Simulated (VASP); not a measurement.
Wanted: the native input for a VASP 6.6.1 run.

| Property | Result |
| --- | --- |
| Task | single point |
| Functional | PBE |
| Potentials or basis | VASP PAW PBE potentials, release 64 (Ba_sv, Zr_sv, O) |
| Cutoff | 520 eV |
| k mesh | 6 × 6 × 6 |
| Occupations | gaussian, width 0.05 eV |
| Spin | no spin polarisation |
| Dipole correction | no |
| Further INCAR settings | ALGO = Normal; EDIFF = 1e-07; NBANDS = 28 |

The structure of BaZrO3 lies in POSCAR:

```
BaZrO3
1.0
    4.5996500000      0.0000000000      0.0000000000
    0.0000000000      4.5996500000      0.0000000000
    0.0000000000      0.0000000000      4.1815000000
Ba Zr O
1 1 3
Direct
    0.5000000000      0.5000000000      0.5000000000
    0.0000000000      0.0000000000      0.0000000000
    0.5000000000      0.0000000000      0.0000000000
    0.0000000000      0.5000000000      0.0000000000
    0.0000000000      0.0000000000      0.5000000000
```

This cell differs from its parent crystal: strain +0.1000 x Voigt [1, 1, 0, 0, 0, 0].

One way to write it, as run:

INCAR

```
ALGO     = Normal         # electronic algorithm
EDIFF    = 1E-7           # SCF threshold, eV
ENCUT    = 520            # plane-wave cutoff, eV
GGA      = PE             # functional
ISIF     = 2              # what is computed and relaxed
ISMEAR   = 0              # smearing method
LASPH    = True           # aspherical terms in the spheres
LCHARG   = False          # write CHGCAR
LREAL    = False          # projectors in reciprocal space
LWAVE    = False          # write WAVECAR
NBANDS   = 28             # bands
NELM     = 80             # most SCF steps
PREC     = Accurate       # precision mode
SIGMA    = 0.05           # smearing width, eV
```

KPOINTS

```
k-points
0
Gamma
  6 6 6
```

Potentials or basis: VASP PAW PBE potentials, release 64 (Ba_sv, Zr_sv, O).

Run with:

```sh
$ cat potpaw_PBE.64/Ba_sv/POTCAR potpaw_PBE.64/Zr_sv/POTCAR potpaw_PBE.64/O/POTCAR > POTCAR
$ mpirun -np 1 vasp_std > vasp.out
```

Results of the run:

* Pressure: -14.7 GPa
* Band gap on the k mesh: 2.52 eV (least direct gap 2.82 eV)

Caveat: the cell differs from its parent crystal (strain +0.1000 x Voigt [1, 1, 0, 0, 0, 0]); the cell stands under tension; spin-orbit coupling is left out, which moves the levels of the heavy elements.

Wall time 83 s on 1 thread of Intel(R) Xeon(R) Platinum 8488C (Sapphire Rapids) (shared host), peak memory 0.25 GiB.
